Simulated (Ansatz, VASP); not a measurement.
Ti: VASP beside Ansatz

Contents of INCAR:

```
SYSTEM = Ti
PREC = Accurate ; ENCUT = 520
EDIFF = 1E-6 ; ISMEAR = -1
SIGMA = 0.05 ; LREAL = .FALSE.
LASPH = .TRUE. ; NELM = 150
ALGO = Normal ; ISIF = 2
LWAVE = .FALSE. ; LCHARG = .TRUE.
ISPIN = 2 ; MAGMOM = 1 1
LORBIT = 11 ; LMAXMIX = 4
LELF = .TRUE. ; LVHAR = .TRUE.
NBANDS = 23
```

The input KPOINTS:

```
regular mesh
0
G
  21 21 12
  0 0 0
```

Contents of POSCAR:

```
Ti
1.0
    2.8243469450      0.0000000000      0.0000000000
   -1.4121734725      2.4459562035      0.0000000000
    0.0000000000      0.0000000000      4.4783200290
Ti
2
Direct
    0.3333333333      0.6666666667      0.2500000000
    0.6666666667      0.3333333333      0.7500000000
```

Input for Ansatz:

```yaml
crystal:
  lattice:
    - [2.824346945, 0.0, 0.0]
    - [-1.4121734725, 2.4459562035, 0.0]
    - [0.0, 0.0, 4.478320029]
  atoms:
    - { symbol: Ti, position: [0.3333333333, 0.6666666667, 0.25], spin: 1.0 }
    - { symbol: Ti, position: [0.6666666667, 0.3333333333, 0.75], spin: 1.0 }
hamiltonian:
  xc: lda
  pseudopotentials:
    kind: paw
    azcp:
      Ti: "pseudopotentials/Ti.paw.azcp"
basis:
  ecutwfc: 420
  fft_grid_basis: typed
kpoints:
  mp_grid: { grid: [21, 21, 12], shift: [0, 0, 0] }
magnetization:
  spin_polarized: true
scf:
  occupations: { method: fermi_dirac, width: 0.05 }
output:
  stress: true
```

Alike in both runs: task single point; functional LDA; k mesh 21 × 21 × 12; occupations fermi-dirac, width 0.05 eV; collinear spin.

```csv
,VASP,Ansatz
version,VASP 6.6.1,Ansatz 0.2.0
potentials or method,"VASP PAW LDA potentials, release 64 (Ti_sv), cutoff 520 eV","plane waves (420 eV) with PAW, scalar-relativistic"
valence electrons in the cell,24,24
```

```csv
,VASP,Ansatz,Ansatz less VASP
pressure (GPa),5.3,5.5,+0.17
"traceless stress, the component that is largest in VASP (GPa)",0.08,0.04,-0.034
net moment per atom (μB),0.00,0.00,0.000
```

Ansatz warns that its potentials were made for another functional, while VASP's fit it. LDA's correlation is that of Perdew and Zunger in VASP and of Perdew and Wang (1992) in Ansatz. Ansatz's warnings: seeded moment not kept.
